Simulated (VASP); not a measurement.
# Ti (Im-3m) in VASP: notebook

Ti is run at these levels: r2SCAN; tasks: single point, relaxation of the atoms.

All numbers are computed with VASP 6.6.1; they aren't measurements. Logs are shortened: lines on timing, memory, paths and dates and some standing lists are left out, and cuts for length are marked.

**1. The cell of the first run**

Symmetry: Im-3m, No. 229, cubic system. Conventional cell: a = 3.110 Å, b = 3.110 Å, c = 3.110 Å, α = 90.00°, β = 90.00°, γ = 90.00°. Within 3.6 Å of Ti (site symmetry m-3m) lie 14 Ti at 2.69 to 3.11 Å.

This isn't the form of Ti at room conditions, which is hcp.

**2. Single point, r2SCAN**

Contents of POSCAR:

```
Ti
1.0
   -1.5548400000      1.5548400000      1.5548400000
    1.5548400000     -1.5548400000      1.5548400000
    1.5548400000      1.5548400000     -1.5548400000
Ti
1
Direct
    0.0000000000      0.0000000000      0.0000000000
```

Contents of INCAR.step1:

```
SYSTEM = Ti
PREC     = Accurate       ! precision mode
ENCUT    = 520            ! plane-wave cutoff, eV
ISMEAR   = -1             ! smearing method
SIGMA    = 0.1            ! smearing width, eV
LREAL    = .FALSE.        ! projectors in reciprocal space
LASPH    = .TRUE.         ! aspherical terms in the spheres
NELM     = 100            ! most SCF steps
NBANDS   = 12             ! bands
GGA      = PE             ! functional
ALGO     = Normal         ! electronic algorithm
EDIFF    = 1E-4           ! SCF threshold, eV
LWAVE    = .TRUE.         ! write WAVECAR
LCHARG   = .FALSE.        ! write CHGCAR
```

Contents of INCAR.step2:

```
SYSTEM = Ti
PREC     = Accurate       ! precision mode
ENCUT    = 520            ! plane-wave cutoff, eV
EDIFF    = 1E-6           ! SCF threshold, eV
ISMEAR   = -1             ! smearing method
SIGMA    = 0.1            ! smearing width, eV
LREAL    = .FALSE.        ! projectors in reciprocal space
LASPH    = .TRUE.         ! aspherical terms in the spheres
NELM     = 100            ! most SCF steps
ALGO     = Normal         ! electronic algorithm
ISIF     = 2              ! what is computed and relaxed
LWAVE    = .FALSE.        ! write WAVECAR
LCHARG   = .FALSE.        ! write CHGCAR
METAGGA  = R2SCAN         ! meta-GGA
LMIXTAU  = .TRUE.       
NBANDS   = 12             ! bands
ISTART   = 1
```

Contents of KPOINTS:

```
regular mesh
0
G
  15 15 15
  0 0 0
```

Potentials or basis: VASP PAW PBE potentials, release 64 (Ti_sv).

On the command line:

```sh
$ cat potpaw_PBE.64/Ti_sv/POTCAR > POTCAR
$ cp INCAR.step1 INCAR
$ mpirun -np 1 vasp_std > vasp.out
$ cp INCAR.step2 INCAR
$ mpirun -np 1 vasp_std > vasp.out
```

OUTCAR:

```text
SYSTEM = Ti
   PREC = Accurate
   ENCUT = 520
   EDIFF = 1E-6
   ISMEAR = -1
   LREAL = .FALSE.
   LASPH = .TRUE.
   NELM = 100
   ISIF = 2
   METAGGA = R2SCAN
   ISTART = 1

 ion  position               nearest neighbor table
   1  0.000  0.000  0.000-

  LATTYP: Found a body centered cubic cell.
 ALAT       =     3.1096800000

  Lattice vectors:

 A1 = (  -1.5548400000,   1.5548400000,   1.5548400000)
 A2 = (   1.5548400000,  -1.5548400000,   1.5548400000)
 A3 = (   1.5548400000,   1.5548400000,  -1.5548400000)

Analysis of symmetry for initial positions (statically):
=====================================================================
 Subroutine PRICEL returns:
 Original cell was already a primitive cell.

 Routine SETGRP: Setting up the symmetry group for a
 body centered cubic supercell.

 Subroutine GETGRP returns: Found 48 space group operations
 (whereof 48 operations were pure point group operations)
 out of a pool of 48 trial point group operations.

The static configuration has the point symmetry O_h .

Analysis of symmetry for dynamics (positions and initial velocities):
=====================================================================
 Subroutine PRICEL returns:
 Original cell was already a primitive cell.

 Routine SETGRP: Setting up the symmetry group for a
 body centered cubic supercell.

 Subroutine GETGRP returns: Found 48 space group operations
 (whereof 48 operations were pure point group operations)
 out of a pool of 48 trial point group operations.

The dynamic configuration has the point symmetry O_h .

 Subroutine INISYM returns: Found 48 space group operations
 (whereof 48 operations are pure point group operations),
 and found     1 'primitive' translations

----------------------------------------------------------------------------------------

                                     Primitive cell

  volume of cell :      15.0355

  direct lattice vectors                    reciprocal lattice vectors
    -1.554840000  1.554840000  1.554840000     0.000000000  0.321576497  0.321576497
     1.554840000 -1.554840000  1.554840000     0.321576497  0.000000000  0.321576497
     1.554840000  1.554840000 -1.554840000     0.321576497  0.321576497  0.000000000

  length of vectors
     2.693061878  2.693061878  2.693061878     0.454777843  0.454777843  0.454777843

  position of ions in fractional coordinates (direct lattice)
     0.000000000  0.000000000  0.000000000

  ion indices of the primitive-cell ions
   primitive index   ion index
                 1           1

----------------------------------------------------------------------------------------

 KPOINTS: regular mesh

Automatic generation of k-mesh.
 Grid dimensions read from file:
 generate k-points for:   15   15   15

 Generating k-lattice:

  Cartesian coordinates                     Fractional coordinates (reciprocal lattice)
     0.000000000  0.021438433  0.021438433     0.066666667  0.000000000  0.000000000
     0.021438433  0.000000000  0.021438433     0.000000000  0.066666667  0.000000000
     0.021438433  0.021438433  0.000000000     0.000000000  0.000000000  0.066666667

  Length of vectors
     0.030318523  0.030318523  0.030318523

  Shift w.r.t. Gamma in fractional coordinates (k-lattice)
     0.000000000  0.000000000  0.000000000

 Subroutine IBZKPT returns following result:
 ===========================================

 Found    120 irreducible k-points:

 Following reciprocal coordinates:
            Coordinates               Weight
  0.000000  0.000000  0.000000      1.000000
  0.066667  0.000000  0.000000     12.000000
  0.133333  0.000000  0.000000     12.000000
  0.200000  0.000000  0.000000     12.000000
  0.266667  0.000000  0.000000     12.000000
  0.333333  0.000000  0.000000     12.000000
[... 16 lines left out ...]
  0.333333  0.200000  0.000000     48.000000
  0.400000  0.200000  0.000000     24.000000
 [... further k-points ...]
   k-points           NKPTS =    120   k-points in BZ     NKDIM =    120   number of bands    NBANDS=     12
   number of dos      NEDOS =    301   number of ions     NIONS =      1
   total plane-waves  NPLWV =   8000
   dimension x,y,z NGX =    20 NGY =   20 NGZ =   20
   dimension x,y,z NGXF=    40 NGYF=   40 NGZF=   40
   ions per type =               1
   NGX,Y,Z   is equivalent  to a cutoff of  12.35, 12.35, 12.35 a.u.
   NGXF,Y,Z  is equivalent  to a cutoff of  24.69, 24.69, 24.69 a.u.
 SYSTEM =  Ti
   PREC   = accura    normal or accurate (medium, high low for compatibility)
   ISTART =      1    job   : 0-new  1-cont  2-samecut
   ICHARG =      0    charge: 1-file 2-atom 10-const
   ISPIN  =      1    spin polarized calculation?
   LNONCOLLINEAR =      F non collinear calculations
   LSORBIT =      F    spin-orbit coupling
   LASPH  =      T    aspherical Exc in radial PAW
   ENCUT  =  520.0 eV  38.22 Ry    6.18 a.u.   5.01  5.01  5.01*2*pi/ulx,y,z
   NELM   =    100;   NELMIN=  2; NELMDL=  0     # of ELM steps
   EDIFF  = 0.1E-05   stopping-criterion for ELM
   LREAL  =      F    real-space projection
   EDIFFG = 0.1E-04   stopping-criterion for IOM
   NSW    =      0    number of steps for IOM
   IBRION =     -1    ionic relax: 0-MD 1-quasi-New 2-CG
   NFREE  =      0    steps in history (QN), initial steepest desc. (CG)
   ISIF   =      2    stress and relaxation
   ISYM   =      2    0-nonsym 1-usesym 2-fastsym
   POTIM  = 0.5000    time-step for ionic-motion
   TEBEG  =    0.0;   TEEND  =   0.0 temperature during run
   PSTRESS=    0.0 pullay stress
   NELECT =      12.0000    total number of electrons
   NUPDOWN=      -1.0000    fix difference up-down
   EMIN   =  10.00;   EMAX   =-10.00  energy-range for DOS
   EFERMI =   0.00;   METHOD = LEGACY
   ISMEAR =    -1;   SIGMA  =   0.10  broadening in eV -4-tet -1-fermi 0-gaus
   EFERMI_NEDOS =   21; number of points for ismear=-14 and -15
   IALGO  =     38    algorithm
   IMIX   =      4    mixing-type and parameters
     AMIX     =   0.40;   BMIX     =  1.00
     AMIX_MAG =   1.60;   BMIX_MAG =  1.00
  volume/ion in A,a.u.               =      15.04       101.46
  Fermi-wavevector in a.u.,A,eV,Ry     =   1.518552  2.869646 31.375019  2.305999
  Thomas-Fermi vector in A             =   2.627657
   LORBIT       =      0    0 simple, 1 ext, 2 COOP (PROOUT), +10 PAW based schemes
   METAGGA = R2SCAN    functional components
   LHFCALC =     F    Hartree Fock is set to
   AEXX    =    0.0000 exact exchange contribution
   IVDW    =     0    specifies the selected vdW correction
   LEPSILON=     F    determine dielectric tensor
   LRPA    =     F    only Hartree local field effects (RPA)
 non-spin polarized calculation
  energy-cutoff  :      520.00
  volume of cell :       15.04
 maximum number of plane-waves:       420
   NGX =  9   NGY =  9   NGZ =  9

 number of electron      11.9999995 magnetization

 Free energy of the ion-electron system (eV)
  ---------------------------------------------------
  ext. energy  EPLUGINS =         0.00000000
  ---------------------------------------------------
  free energy    TOTEN  =       -12.72199448 eV

  energy without entropy =      -12.66127903  energy(sigma->0) =      -12.69163676

 E-fermi :   9.7265     XC(G=0): -13.1609

 val. band max:        9.7220992075   @ k =  -0.3333  -0.4667   0.0667
 cond. band min:       9.7567482367   @ k =  -0.3333   0.3333   0.0667
 fundamental gap:      0.0346490292
 Fermi energy:         9.7264660147

 k-point     1 :       0.0000    0.0000    0.0000
  band No.  band energies     occupation
      1     -48.8832      2.00000
      2     -23.4746      2.00000
      3     -23.4746      2.00000
      4     -23.4745      2.00000
      5       3.1404      2.00000
      6      11.0068      0.00001
      7      11.0068      0.00001
      8      11.0068      0.00001
      9      13.1265      0.00000
     10      13.1265      0.00000
     11      28.8784      0.00000
     12      28.8784      0.00000

 k-point     2 :       0.0667    0.0000    0.0000
  band No.  band energies     occupation
      1     -48.8729      2.00000
      2     -23.5248      2.00000
      3     -23.4892      2.00000
      4     -23.4751      2.00000
      5       3.3214      2.00000
      6      10.9149      0.00001
      7      10.9775      0.00001
      8      11.1440      0.00000
      9      13.0162      0.00000
     10      13.1311      0.00000
     11      28.7232      0.00000
     12      28.8899      0.00000

 k-point     3 :       0.1333    0.0000    0.0000
  band No.  band energies     occupation
      1     -48.8436      2.00000
      2     -23.6653      2.00000
      3     -23.5302      2.00000
      4     -23.4766      2.00000
      5       3.8419      2.00000
      6      10.6642      0.00017
      7      10.8391      0.00003
      8      11.5443      0.00000
      9      12.8058      0.00000
     10      13.1510      0.00000
     11      28.1481      0.00000
     12      28.7447      0.00000
[... 286 lines left out ...]
 k-point    23 :       0.3333    0.2000    0.0000
  band No.  band energies     occupation
      1     -48.6293      2.00000
      2     -24.4180      2.00000
      3     -23.9385      2.00000
      4     -23.5821      2.00000
      5       7.6726      2.00000
      6       9.1571      1.99329
      7       9.8167      0.57712
      8      13.0270      0.00000
      9      13.7536      0.00000
     10      16.4252      0.00000
     11      21.1765      0.00000
     12      23.3127      0.00000

 k-point    24 :       0.4000    0.2000    0.0000
  band No.  band energies     occupation
      1     -48.6207      2.00000
      2     -24.4359      2.00000
      3     -23.9678      2.00000
      4     -23.5844      2.00000
      5       7.6937      2.00000
      6       9.1980      1.98992
      7       9.8852      0.33945
      8      13.0956      0.00000
      9      13.7995      0.00000
     10      16.9161      0.00000
     11      20.4364      0.00000
     12      23.1029      0.00000

 [... further k-points ...]

------------------------ aborting loop because EDIFF is reached ----------------------------------------

  FORCE on cell =-STRESS in cart. coord.  units (eV):
  Direction    XX          YY          ZZ          XY          YZ          ZX
  --------------------------------------------------------------------------------------
  -------------------------------------------------------------------------------------
  Total        1.8298894      1.8298894      1.8298894      0.0000000     -0.0000000      0.0000000
  in kB      194.9926849    194.9926849    194.9926849      0.0000000     -0.0000000      0.0000000
  external PRESSURE =     194.9926849 kB  Pullay stress =       0.0000000 kB

 VOLUME and BASIS-vectors are now :
 -----------------------------------------------------------------------------
  energy-cutoff  :      520.00
  volume of cell :       15.04
      direct lattice vectors                 reciprocal lattice vectors
    -1.554840000  1.554840000  1.554840000     0.000000000  0.321576497  0.321576497
     1.554840000 -1.554840000  1.554840000     0.321576497  0.000000000  0.321576497
     1.554840000  1.554840000 -1.554840000     0.321576497  0.321576497  0.000000000

 POSITION                                       TOTAL-FORCE (eV/Angst)
 -----------------------------------------------------------------------------------
      0.00000      0.00000      0.00000         0.000000      0.000000     -0.000000
 -----------------------------------------------------------------------------------
    total drift:                                0.000000     -0.000000      0.000000

  FREE ENERGIE OF THE ION-ELECTRON SYSTEM (eV)
  ---------------------------------------------------
  free  energy   TOTEN  =       -12.7219944805 eV

  energy  without entropy=      -12.6612790306  energy(sigma->0) =      -12.69163676
```

It took 45 s on 1 thread of AMD EPYC 9R45 (Zen 5), shared host; peak memory 0.11 GiB.

Results:

| Quantity | Value |
| --- | --- |
| Free energy | -12.7220 eV |
| Pressure | 19.5 GPa |
| Band gap on the k mesh | zero (bands 6 and 7 overlap by 2.09 eV) |

Caveat: the cell stands under pressure; the PAW data sets were made with another functional, which shifts forces and pressure a little.

**3. Relaxation of the atoms, r2SCAN**

POSCAR is that of step 2.

Contents of INCAR.step1:

```
ALGO = Normal
EDIFF = 1E-4
ENCUT = 520
GGA = PE
ISMEAR = -1
LASPH = True
LCHARG = False
LREAL = False
LWAVE = True
NELM = 60
PREC = Accurate
SIGMA = 0.1
```

Contents of INCAR.step2:

```
ALGO = Normal
EDIFF = 1E-7
EDIFFG = -0.01
ENCUT = 520
IBRION = 2
ISIF = 2
ISMEAR = -1
ISTART = 1
LASPH = True
LCHARG = False
LMIXTAU = True
LREAL = False
LWAVE = False
METAGGA = R2SCAN
NELM = 60
NSW = 60
PREC = Accurate
SIGMA = 0.1
```

Contents of KPOINTS:

```
k-points
0
Gamma
  15 15 15
```

Potentials or basis: VASP PAW PBE potentials, release 64 (Ti_sv).

On the command line:

```sh
$ cat potpaw_PBE.64/Ti_sv/POTCAR > POTCAR
$ cp INCAR.step1 INCAR
$ mpirun -np 1 vasp_std > vasp.out
$ cp INCAR.step2 INCAR
$ mpirun -np 1 vasp_std > vasp.out
```

OUTCAR:

```text
EDIFF = 1E-7
   EDIFFG = -0.01
   ENCUT = 520
   IBRION = 2
   ISIF = 2
   ISMEAR = -1
   ISTART = 1
   LASPH = True
   LREAL = False
   METAGGA = R2SCAN
   NELM = 60
   NSW = 60
   PREC = Accurate

 ion  position               nearest neighbor table
   1  0.000  0.000  0.000-

  LATTYP: Found a body centered cubic cell.
 ALAT       =     3.1096800000

  Lattice vectors:

 A1 = (  -1.5548400000,   1.5548400000,   1.5548400000)
[... 493 lines left out ...]

 [... further k-points ...]

------------------------ aborting loop because EDIFF is reached ----------------------------------------

  FORCE on cell =-STRESS in cart. coord.  units (eV):
  Direction    XX          YY          ZZ          XY          YZ          ZX
  --------------------------------------------------------------------------------------
  -------------------------------------------------------------------------------------
  Total        1.8308967      1.8308967      1.8308967      0.0000000     -0.0000000      0.0000000
  in kB      195.1000176    195.1000176    195.1000176      0.0000000     -0.0000000      0.0000000
  external PRESSURE =     195.1000176 kB  Pullay stress =       0.0000000 kB

 VOLUME and BASIS-vectors are now :
 -----------------------------------------------------------------------------
  energy-cutoff  :      520.00
  volume of cell :       15.04
      direct lattice vectors                 reciprocal lattice vectors
    -1.554840000  1.554840000  1.554840000     0.000000000  0.321576497  0.321576497
     1.554840000 -1.554840000  1.554840000     0.321576497  0.000000000  0.321576497
     1.554840000  1.554840000 -1.554840000     0.321576497  0.321576497  0.000000000

 POSITION                                       TOTAL-FORCE (eV/Angst)
 -----------------------------------------------------------------------------------
      0.00000      0.00000      0.00000         0.000000      0.000000      0.000000
 -----------------------------------------------------------------------------------
    total drift:                               -0.000000     -0.000000     -0.000000

  FREE ENERGIE OF THE ION-ELECTRON SYSTEM (eV)
  ---------------------------------------------------
  free  energy   TOTEN  =       -12.7219947280 eV

  energy  without entropy=      -12.6612790179  energy(sigma->0) =      -12.69163687

 reached required accuracy - stopping structural energy minimisation
```

OUTCAR.step1:

```text
EDIFF = 1E-4
   ENCUT = 520
   GGA = PE
   ISMEAR = -1
   LASPH = True
[... 526 lines left out ...]

 POSITION                                       TOTAL-FORCE (eV/Angst)
 -----------------------------------------------------------------------------------
      0.00000      0.00000      0.00000         0.000000      0.000000      0.000000
 -----------------------------------------------------------------------------------
    total drift:                                0.000000     -0.000000      0.000000

  FREE ENERGIE OF THE ION-ELECTRON SYSTEM (eV)
  ---------------------------------------------------
  free  energy   TOTEN  =        -7.6461315762 eV

  energy  without entropy=       -7.5831344608  energy(sigma->0) =       -7.61463302
```

Wall time 44 s (1 thread of AMD EPYC 9R45 (Zen 5), shared host); peak memory 0.11 GiB.

What came out:

```yaml
Free_energy: -12.7220 eV
Pressure_after_relaxing: 19.5 GPa
Band_gap_on_the_k_mesh: zero (bands 6 and 7 overlap by 2.09 eV)
```

Final structure:
```
Ti
1.0
    -1.55484    1.55484    1.55484
     1.55484   -1.55484    1.55484
     1.55484    1.55484   -1.55484
Ti
1
Cartesian
  0.0000 0.0000 0.0000
```

Levels at points of the mesh, in eV from the Fermi level:
| k point | band 2 | band 3 | band 4 | band 5 | band 6 | band 7 | band 8 | band 9 | band 10 |
| --- | --- | --- | --- | --- | --- | --- | --- | --- | --- |
| (0.00, 0.00, 0.00) | -33.20 | -33.20 | -33.20 | -6.59 | 1.28 | 1.28 | 1.28 | 3.40 | 3.40 |

Caveat: the PAW data sets were made with another functional, which shifts forces and pressure a little.

The gap in the log of VASP goes by the Fermi energy; the results here count the filled bands.